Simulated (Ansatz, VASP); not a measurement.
**One calculation of Ni, two programs**

```
CELL_PARAMETERS angstrom
0.00000 1.73158 1.73158
1.73158 0.00000 1.73158
1.73158 1.73158 0.00000
ATOMIC_POSITIONS crystal
Ni 0.00000 0.00000 0.00000
```

Alike in both runs: functional PBEsol; k mesh 20 × 20 × 20; occupations gaussian, width 0.1 eV; collinear spin.

Ansatz relaxed the structure, and its values are those at the end. VASP's run is a single point on that final structure, the one shown.

|  | VASP | Ansatz |
| --- | --- | --- |
| version | VASP 6.6.1 | Ansatz 0.2.0 |
| potentials or method | VASP PAW PBE potentials, release 64 (Ni), cutoff 520 eV | scalar-relativistic, plane waves, PAW |
| valence electrons in the cell | 10 | 18 |

|  | VASP | Ansatz | Ansatz less VASP |
| --- | --- | --- | --- |
| gap on the k mesh at the Fermi level (eV) | none | none | - |
| pressure (GPa) | -0.2 | 0.0 | +0.15 |
| net moment per atom (μB) | 0.62 | 0.63 | +0.010 |
| size of the moment on the site where the two differ most (μB) | 0.63 | 0.67 | +0.039 |

VASP's potentials were made for PBE, not for PBEsol. Site moments also hang on the region over which each program counts them. A gap of «none» marks a metal or a gap that the smearing closes. With one functional, cell and mesh, what is left measures potentials, basis and numerics. VASP's potentials hold 10 valence electrons a cell and Ansatz's 18, so a difference there can come from the potentials and not from the codes.
